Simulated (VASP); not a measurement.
# ZnS (Cm) in VASP: single point with PBE

Aim: the single point of ZnS with PBE.

Program: VASP 6.6.1. These are calculated values, not measurements. Logs are shortened: lines on timing, memory, paths and dates and some standing lists are left out, and cuts for length are marked.

## Step 1: The cell of the first run

The structure is monoclinic, space group Cm (No. 8). The conventional cell has a = 6.662 Å, b = 3.846 Å, c = 19.101 Å, α = 90.00°, β = 98.36°, γ = 90.00°. Zn (site symmetry m) has 4 S at 2.36 Å within 3.1 Å. Within 3.1 Å of Zn (site symmetry m) lie 4 S at 2.36 Å. Within 3.1 Å of Zn (site symmetry m) lie 4 S at 2.36 Å. Within 3.1 Å of Zn (site symmetry m) lie 4 S at 2.36 Å. Zn (site symmetry m) has 4 S at 2.36 to 2.43 Å within 3.1 Å. Within 3.1 Å of Zn (site symmetry m) lie 4 S at 2.36 Å. S (site symmetry m) has 4 Zn at 2.36 Å within 3.1 Å. Within 3.1 Å of S (site symmetry m) lie 4 Zn at 2.36 Å.

## Step 2: Single point, PBE (the part above a cut slid along it)

Input file INCAR:

```
SYSTEM = ZnS
ALGO = Normal ; EDIFF = 1E-6
ENCUT = 520 ; GGA = PE
ISIF = 2 ; ISMEAR = 0
LASPH = .True. ; LCHARG = .True.
LELF = .True. ; LREAL = .False.
LVHAR = .True. ; LWAVE = .False.
NBANDS = 66 ; NELM = 100
PREC = Accurate ; SIGMA = 0.05
```

Input file KPOINTS:

```
k-points
0
Gamma
  8 8 2
  0 0 0
```

Input file POSCAR:

```
ZnS
1.0
   -3.8462043731      0.0000000000      0.0000000000
   -1.9231021865     -3.3309106952      0.0000000000
   -2.4036854229     -1.3877684260     18.8985751533
Zn S
6 6
Direct
   -0.0641780032     -0.0641780032      0.7706488596
    0.4774719968      0.4774719968      0.2706488596
    0.3385531495      0.3385531495      0.6040807676
    0.8802031495      0.8802031495      0.1040807676
    0.1996403626      0.1996403626      0.9374981296
    0.7412903626      0.7412903626      0.4374981296
    0.4253954124      0.4253954124      0.3956426616
    0.8837454124      0.8837454124      0.8956426616
    0.2308688962      0.2308688962      0.0624796476
    0.6892188962      0.6892188962      0.5624796476
    0.2865747388      0.2865747388      0.7288389341
    0.8282247388      0.8282247388      0.2288389341
```

Potentials or basis: VASP PAW PBE potentials, release 64 (Zn, S).

Started as:

```bash
> cat potpaw_PBE.64/Zn/POTCAR potpaw_PBE.64/S/POTCAR > POTCAR
> mpirun -np 1 vasp_std > vasp.out
```

OUTCAR:

```text
SYSTEM = ZnS
   EDIFF = 1E-6
   ENCUT = 520
   GGA = PE
   ISIF = 2
   ISMEAR = 0
   LASPH = .True.
   LREAL = .False.
   NELM = 100
   PREC = Accurate

 ion  position               nearest neighbor table
   1  0.936  0.936  0.771-  11 2.36  11 2.36  11 2.36   8 2.36
   2  0.477  0.477  0.271-  12 2.36  12 2.36  12 2.36   7 2.36
   3  0.339  0.339  0.604-  10 2.36  10 2.36  10 2.36  11 2.36
   4  0.880  0.880  0.104-   9 2.36   9 2.36   9 2.36  12 2.36
   5  0.200  0.200  0.937-   8 2.36   8 2.36   8 2.36   9 2.43
   6  0.741  0.741  0.437-   7 2.36   7 2.36   7 2.36  10 2.36
   7  0.425  0.425  0.396-   6 2.36   6 2.36   6 2.36   2 2.36
   8  0.884  0.884  0.896-   5 2.36   5 2.36   5 2.36   1 2.36
   9  0.231  0.231  0.062-   4 2.36   4 2.36   4 2.36   5 2.43
  10  0.689  0.689  0.562-   3 2.36   3 2.36   3 2.36   6 2.36
  11  0.287  0.287  0.729-   1 2.36   1 2.36   1 2.36   3 2.36
  12  0.828  0.828  0.229-   2 2.36   2 2.36   2 2.36   4 2.36

  LATTYP: Found a base centered monoclinic cell.
 ALAT       =     6.6618213904
 B/A-ratio  =     0.5773502692
 C/A-ratio  =     2.8672792515
 COS(beta)  =    -0.1453061585

  Lattice vectors:

 A1 = (   3.8462043731,   0.0000000000,   0.0000000000)
 A2 = (   1.9231021865,   3.3309106952,   0.0000000000)
 A3 = (  -2.4036854229,  -1.3877684260,  18.8985751533)

Analysis of symmetry for initial positions (statically):
=====================================================================
 Subroutine PRICEL returns:
 Original cell was already a primitive cell.

 Routine SETGRP: Setting up the symmetry group for a
 base centered monoclinic supercell.

 Subroutine GETGRP returns: Found  2 space group operations
 (whereof  2 operations were pure point group operations)
 out of a pool of  4 trial point group operations.

The static configuration has the point symmetry C_1h.

Analysis of symmetry for dynamics (positions and initial velocities):
=====================================================================
 Subroutine PRICEL returns:
 Original cell was already a primitive cell.

 Routine SETGRP: Setting up the symmetry group for a
 base centered monoclinic supercell.

 Subroutine GETGRP returns: Found  2 space group operations
 (whereof  2 operations were pure point group operations)
 out of a pool of  4 trial point group operations.

The dynamic configuration has the point symmetry C_1h.

 Subroutine INISYM returns: Found  2 space group operations
 (whereof  2 operations are pure point group operations),
 and found     1 'primitive' translations

----------------------------------------------------------------------------------------

                                     Primitive cell

  volume of cell :     242.1165

  direct lattice vectors                    reciprocal lattice vectors
    -3.846204373  0.000000000  0.000000000    -0.259996584  0.150109098 -0.022045754
    -1.923102186 -3.330910695  0.000000000     0.000000000 -0.300218196 -0.022045754
    -2.403685423 -1.387768426 18.898575153     0.000000000  0.000000000  0.052914042

  length of vectors
     3.846204373  3.846204373 19.101302250     0.301026544  0.301026544  0.052914042

  position of ions in fractional coordinates (direct lattice)
     0.935821997  0.935821997  0.770648860
     0.477471997  0.477471997  0.270648860
     0.338553150  0.338553150  0.604080768
     0.880203149  0.880203149  0.104080768
     0.199640363  0.199640363  0.937498130
     0.741290363  0.741290363  0.437498130
     0.425395412  0.425395412  0.395642662
     0.883745412  0.883745412  0.895642662
     0.230868896  0.230868896  0.062479648
     0.689218896  0.689218896  0.562479648
     0.286574739  0.286574739  0.728838934
     0.828224739  0.828224739  0.228838934

  ion indices of the primitive-cell ions
   primitive index   ion index
                 1           1
                 2           2
                 3           3
                 4           4
                 5           5
                 6           6
                 7           7
                 8           8
                 9           9
                10          10
                11          11
                12          12

----------------------------------------------------------------------------------------

 KPOINTS: k-points

Automatic generation of k-mesh.
 Grid dimensions read from file:
 generate k-points for:    8    8    2

 Generating k-lattice:

  Cartesian coordinates                     Fractional coordinates (reciprocal lattice)
    -0.032499573  0.018763637 -0.002755719     0.125000000  0.000000000  0.000000000
     0.000000000 -0.037527275 -0.002755719     0.000000000  0.125000000 -0.000000000
     0.000000000  0.000000000  0.026457021     0.000000000  0.000000000  0.500000000

  Length of vectors
     0.037628318  0.037628318  0.026457021

  Shift w.r.t. Gamma in fractional coordinates (k-lattice)
     0.000000000  0.000000000  0.000000000

 Subroutine IBZKPT returns following result:
 ===========================================

 Found     42 irreducible k-points:

 Following reciprocal coordinates:
            Coordinates               Weight
  0.000000  0.000000  0.000000      1.000000
  0.125000  0.000000 -0.000000      4.000000
  0.250000  0.000000 -0.000000      4.000000
  0.375000 -0.000000 -0.000000      4.000000
  0.500000  0.000000 -0.000000      2.000000
  0.125000  0.125000  0.000000      2.000000
[... 16 lines left out ...]
  0.125000  0.000000  0.500000      4.000000
  0.250000  0.000000  0.500000      4.000000
 [... further k-points ...]
   k-points           NKPTS =     42   k-points in BZ     NKDIM =     42   number of bands    NBANDS=     66
   number of dos      NEDOS =    301   number of ions     NIONS =     12
   total plane-waves  NPLWV = 129600
   dimension x,y,z NGX =    30 NGY =   30 NGZ =  144
   dimension x,y,z NGXF=    60 NGYF=   60 NGZF=  288
   ions per type =               6   6
   NGX,Y,Z   is equivalent  to a cutoff of  12.97, 12.97, 12.53 a.u.
   NGXF,Y,Z  is equivalent  to a cutoff of  25.93, 25.93, 25.07 a.u.
 SYSTEM =  ZnS
   PREC   = accura    normal or accurate (medium, high low for compatibility)
   ISTART =      0    job   : 0-new  1-cont  2-samecut
   ICHARG =      2    charge: 1-file 2-atom 10-const
   ISPIN  =      1    spin polarized calculation?
   LNONCOLLINEAR =      F non collinear calculations
   LSORBIT =      F    spin-orbit coupling
   LASPH  =      T    aspherical Exc in radial PAW
   ENCUT  =  520.0 eV  38.22 Ry    6.18 a.u.   7.15  7.15 35.52*2*pi/ulx,y,z
   NELM   =    100;   NELMIN=  2; NELMDL= -5     # of ELM steps
   EDIFF  = 0.1E-05   stopping-criterion for ELM
   LREAL  =      F    real-space projection
   EDIFFG = 0.1E-04   stopping-criterion for IOM
   NSW    =      0    number of steps for IOM
   IBRION =     -1    ionic relax: 0-MD 1-quasi-New 2-CG
   NFREE  =      0    steps in history (QN), initial steepest desc. (CG)
   ISIF   =      2    stress and relaxation
   ISYM   =      2    0-nonsym 1-usesym 2-fastsym
   POTIM  = 0.5000    time-step for ionic-motion
   TEBEG  =    0.0;   TEEND  =   0.0 temperature during run
   PSTRESS=    0.0 pullay stress
   NELECT =     108.0000    total number of electrons
   NUPDOWN=      -1.0000    fix difference up-down
   EMIN   =  10.00;   EMAX   =-10.00  energy-range for DOS
   EFERMI =   0.00;   METHOD = LEGACY
   ISMEAR =     0;   SIGMA  =   0.05  broadening in eV -4-tet -1-fermi 0-gaus
   EFERMI_NEDOS =   21; number of points for ismear=-14 and -15
   IALGO  =     38    algorithm
   IMIX   =      4    mixing-type and parameters
     AMIX     =   0.40;   BMIX     =  1.00
     AMIX_MAG =   1.60;   BMIX_MAG =  1.00
  volume/ion in A,a.u.               =      20.18       136.16
  Fermi-wavevector in a.u.,A,eV,Ry     =   1.250858  2.363779 21.288291  1.564645
  Thomas-Fermi vector in A             =   2.384832
   LORBIT       =      0    0 simple, 1 ext, 2 COOP (PROOUT), +10 PAW based schemes
   GGA     = PE    functional components
   LHFCALC =     F    Hartree Fock is set to
   AEXX    =    0.0000 exact exchange contribution
   IVDW    =     0    specifies the selected vdW correction
   LEPSILON=     F    determine dielectric tensor
   LRPA    =     F    only Hartree local field effects (RPA)
 non-spin polarized calculation
 Gauss-broadening in eV      SIGMA  =   0.05
  energy-cutoff  :      520.00
  volume of cell :      242.12
 maximum number of plane-waves:      6559
 NGX is ok and might be reduce to    30
   NGX = 15   NGY = 15   NGZ = 71

 number of electron     108.0000002 magnetization

 Free energy of the ion-electron system (eV)
  ---------------------------------------------------
  ext. energy  EPLUGINS =         0.00000000
  ---------------------------------------------------
  free energy    TOTEN  =       -41.00084596 eV

  energy without entropy =      -41.00084596  energy(sigma->0) =      -41.00084596

 E-fermi :   2.1454     XC(G=0):  -9.5256

 val. band max:        1.9285428277   @ k =   0.0000   0.0000   0.0000
 cond. band min:       3.9367623032   @ k =   0.0000   0.0000   0.0000
 fundamental gap:      2.0082194755
 Fermi energy:         2.1453905659

 k-point     1 :       0.0000    0.0000    0.0000
  band No.  band energies     occupation
      1     -11.0923      2.00000
      2     -10.9027      2.00000
      3     -10.8692      2.00000
      4     -10.4663      2.00000
      5     -10.4255      2.00000
      6     -10.1842      2.00000
[... 58 lines left out ...]
     65       8.3657      0.00000
     66       8.3726      0.00000

 k-point     2 :       0.1250    0.0000   -0.0000
  band No.  band energies     occupation
      1     -10.9916      2.00000
      2     -10.8176      2.00000
      3     -10.7682      2.00000
      4     -10.4051      2.00000
      5     -10.3460      2.00000
      6     -10.1291      2.00000
[... 1576 lines left out ...]
     65       8.4339      0.00000
     66       8.6516      0.00000

 [... further k-points ...]

------------------------ aborting loop because EDIFF is reached ----------------------------------------

  FORCE on cell =-STRESS in cart. coord.  units (eV):
  Direction    XX          YY          ZZ          XY          YZ          ZX
  --------------------------------------------------------------------------------------
  -------------------------------------------------------------------------------------
  Total       -0.1094900      0.4094526     -0.0405947     -0.4494175      0.5098550      0.8830950
  in kB       -0.7245374      2.7095043     -0.2686305     -2.9739673      3.3739048      5.8437768
  external PRESSURE =       0.5721121 kB  Pullay stress =       0.0000000 kB

 VOLUME and BASIS-vectors are now :
 -----------------------------------------------------------------------------
  energy-cutoff  :      520.00
  volume of cell :      242.12
      direct lattice vectors                 reciprocal lattice vectors
    -3.846204373  0.000000000  0.000000000    -0.259996584  0.150109098 -0.022045754
    -1.923102186 -3.330910695  0.000000000     0.000000000 -0.300218196 -0.022045754
    -2.403685423 -1.387768426 18.898575153     0.000000000  0.000000000  0.052914042

 POSITION                                       TOTAL-FORCE (eV/Angst)
 -----------------------------------------------------------------------------------
     -7.25144     -4.18662     14.56417        -0.016583     -0.009574     -0.015395
     -3.40524     -1.96601      5.11488        -0.006772     -0.003910     -0.017012
     -3.40524     -1.96601     11.41627        -0.000081     -0.000047     -0.014301
     -5.32834     -3.07632      1.96698        -0.006513     -0.003760      0.023924
     -3.40524     -1.96601     17.71738        -0.165483     -0.095542      0.159422
     -5.32834     -3.07632      8.26809        -0.000147     -0.000085     -0.014131
     -3.40524     -1.96601      7.47708         0.002056      0.001187      0.015831
     -7.25144     -4.18662     16.92637        -0.101888     -0.058825      0.027469
     -1.48213     -0.85571      1.18078         0.270860      0.156381     -0.212624
     -5.32834     -3.07632     10.63006        -0.000323     -0.000187      0.013476
     -3.40524     -1.96601     13.77402        -0.000968     -0.000559      0.012991
     -5.32834     -3.07632      4.32473         0.025842      0.014920      0.020348
 -----------------------------------------------------------------------------------
    total drift:                                0.000080      0.000046      0.000047

  FREE ENERGIE OF THE ION-ELECTRON SYSTEM (eV)
  ---------------------------------------------------
  free  energy   TOTEN  =       -41.0008459624 eV

  energy  without entropy=      -41.0008459624  energy(sigma->0) =      -41.00084596
```

Run time: 26 min. Hardware: 1 thread of Oxide Virtual Turin-like, shared host; peak memory 0.62 GiB.

Results:

| Item | Value |
| --- | --- |
| Free energy | -41.0008 eV |
| Pressure | 0.1 GPa |
| Largest force | 0.378 eV/Å |
| Band gap on the k mesh | 2.01 eV |

Forces on the atoms (eV/Å):
```
Zn  -0.017 -0.010 -0.015
Zn  -0.007 -0.004 -0.017
Zn   0.000  0.000 -0.014
Zn  -0.007 -0.004  0.024
Zn  -0.165 -0.096  0.159
Zn   0.000  0.000 -0.014
S    0.002  0.001  0.016
S   -0.102 -0.059  0.027
S    0.271  0.156 -0.213
S    0.000  0.000  0.013
S   -0.001 -0.001  0.013
S    0.026  0.015  0.020
```

Stress tensor (GPa, compression positive):
```
-0.07 -0.30  0.58
-0.30  0.27  0.34
 0.58  0.34 -0.03
```

Levels at points of the mesh, in eV from the valence-band top:
```
           k point  band 50  band 51  band 52  band 53  band 54  band 55  band 56  band 57  band 58  band 59
(0.00, 0.00, 0.00)    -0.23    -0.23    -0.07     0.00     0.00     2.01     3.10     3.16     3.21     3.27
(0.50, 0.00, 0.00)    -1.52    -1.36    -1.23    -0.96    -0.93     3.34     3.51     3.62     3.68     3.90
(0.50, 0.50, 0.00)    -1.33    -1.24    -1.21    -1.11    -0.86     3.12     3.40     3.69     3.88     4.09
(0.00, 0.00, 0.50)    -0.42    -0.14    -0.10    -0.06    -0.04     2.46     2.55     3.13     3.18     3.43
(0.50, 0.00, 0.50)    -1.36    -1.25    -1.21    -1.08    -0.85     3.18     3.34     3.64     3.88     4.03
(0.50, 0.50, 0.50)    -1.54    -1.37    -1.16    -0.99    -0.93     3.29     3.53     3.60     3.76     3.97
```

Caveat: the cell differs from its parent crystal (the part above a cut slid along it).
